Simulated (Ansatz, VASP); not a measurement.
One calculation of Te2Mo, two programs

Contents of POSCAR:

```
Te2Mo
1.0
    1.7734078862      1.0238775205      7.1041367205
   -1.7734078862      1.0238775205      7.1041367205
    0.0000000000     -2.0477550409      7.1041367205
Mo Te
1 2
Direct
   -0.0000368534     -0.0000368534     -0.0000368534
    0.4174226658      0.4174226658      0.4174226658
    0.2492808542      0.2492808542      0.2492808542
```

The input INCAR.step1:

```
PREC = Accurate
ENCUT = 520
ISMEAR = 0
SIGMA = 0.01
LREAL = F
LASPH = T
NELM = 80
NBANDS = 20
GGA = PE
ALGO = Normal
EDIFF = 1E-4
LWAVE = T
LCHARG = F
```

File INCAR.step2:

```
PREC = Accurate
ENCUT = 520
EDIFF = 1E-6
ISMEAR = 0
SIGMA = 0.01
LREAL = F
LASPH = T
NELM = 80
ALGO = Normal
ISIF = 2
LWAVE = F
LCHARG = F
METAGGA = R2SCAN
LMIXTAU = T
NBANDS = 20
ISTART = 1
```

File KPOINTS:

```
regular mesh
0
Gamma
  8 8 8
```

Input for Ansatz:

```yaml
crystal:
  lattice:
    - [1.7734078862, 1.0238775205, 7.1041367205]
    - [-1.7734078862, 1.0238775205, 7.1041367205]
    - [0.0, -2.0477550409, 7.1041367205]
  atoms:
    - { symbol: Mo, position: [-3.68534e-05, -3.68534e-05, -3.68534e-05] }
    - { symbol: Te, position: [0.4174226658, 0.4174226658, 0.4174226658] }
    - { symbol: Te, position: [0.2492808542, 0.2492808542, 0.2492808542] }
kpoints:
  mp_grid: { grid: [8, 8, 8] }
  band_path:
    path:
      - [0.0, 0.0, 0.0]
      - [-0.5, -0.5, -0.5]
      - [-0.5, -0.1805145098, -0.8194854902]
      - [-0.1805145098, 0.1805145098, -0.5]
      - [0.0, 0.0, -0.5]
      - [0.0, 0.3402572549, -0.3402572549]
      - [-0.3402572549, 0.0, -0.6597427451]
      - [-0.5, 0.0, -0.5]
      - [0.0, 0.2041543529, -0.2041543529]
      - [-0.1624630588, 0.1624630588, -0.5]
    npoints: 1
hamiltonian:
  xc: r2scan
scf:
  occupations: { method: fixed }
  n_extra_bands: 4
output:
  forces: true
  stress: true
  eigenvalues: true
```

Alike in both runs: task single point; functional r2SCAN; k mesh 8 × 8 × 8; no spin polarisation.

|  | VASP | Ansatz |
| --- | --- | --- |
| version | VASP 6.6.1 | Ansatz 0.2.0 |
| potentials or method | VASP PAW PBE potentials, release 64 (Mo_sv, Te) | plane waves, PAW |
| plane-wave cutoff (eV) | 520 | 500 |
| occupations | gaussian, width 0.01 eV | fixed |
| valence electrons in the cell | 26 | 46 |

Ansatz gave:

| Item | Value |
| --- | --- |
| gap on the k mesh at the Fermi level (eV) | 1.02 |
| pressure (GPa) | 1.2 |
| rms of the force components (eV/Å) | 0.015 |

Which values does VASP return?

gap on the k mesh at the Fermi level (eV): 1.02; pressure (GPa): 1.3; rms of the force components (eV/Å): 0.003.

VASP's potentials were made for PBE, not for r2SCAN. Atom by atom the forces differ by 0.012 eV/Å (rms over components). VASP's potentials hold 26 valence electrons a cell and Ansatz's 46, so a difference there can come from the potentials and not from the codes.

Spin-orbit coupling is off throughout.
